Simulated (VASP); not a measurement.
Crystal: LiCl.

```
CELL_PARAMETERS angstrom
0.00000 2.57514 2.57514
2.57514 0.00000 2.57514
2.57514 2.57514 0.00000
ATOMIC_POSITIONS crystal
Li 0.00000 0.00000 0.00000
Cl 0.50000 0.50000 0.50000
```

```yaml
Program: VASP 6.6.1
Task: relaxation of cell and atoms
Functional: PBE
Dispersion: D3(BJ)
Potentials_or_basis: VASP PAW PBE potentials, release 64 (Li_sv, Cl)
Cutoff: 600 eV
k_mesh: 8 × 8 × 8
Occupations: gaussian, width 0.02 eV
Spin: no spin polarisation
```

At the start: pressure -2.2 GPa; volume 17.08 Å³/atom.

Question: How do energy, volume and symmetry change on relaxing?

Answer: Over 4 steps the energy falls by 8.7 meV/atom and the volume is 15.91 Å³/atom (-6.8 %); space group Fm-3m (No. 225, to 0.1 Å) before and after.

The path:
| step | energy change (eV) | largest force (eV/Å) | pressure (GPa) | volume (Å³) |
| --- | --- | --- | --- | --- |
| 1 | 0.0000 | 0.0000 | -2.25 | 34.15 |
| 2 | -0.0129 | 0.0000 | -1.23 | 32.98 |
| 3 | -0.0174 | 0.0000 | -0.17 | 31.97 |
| 4 | -0.0175 | 0.0000 | 0.01 | 31.82 |

Final structure:
```
Li Cl
1.0
     0.00000    2.51513    2.51513
     2.51513    0.00000    2.51513
     2.51513    2.51513    0.00000
Li Cl
1 1
Direct
  0.00000 0.00000 0.00000
  0.50000 0.50000 0.50000
```

Caveat: the cutoff is under 1.25 times the usual one of these potentials, so pressure, stress and relaxed cells hold a basis-set (Pulay) error.
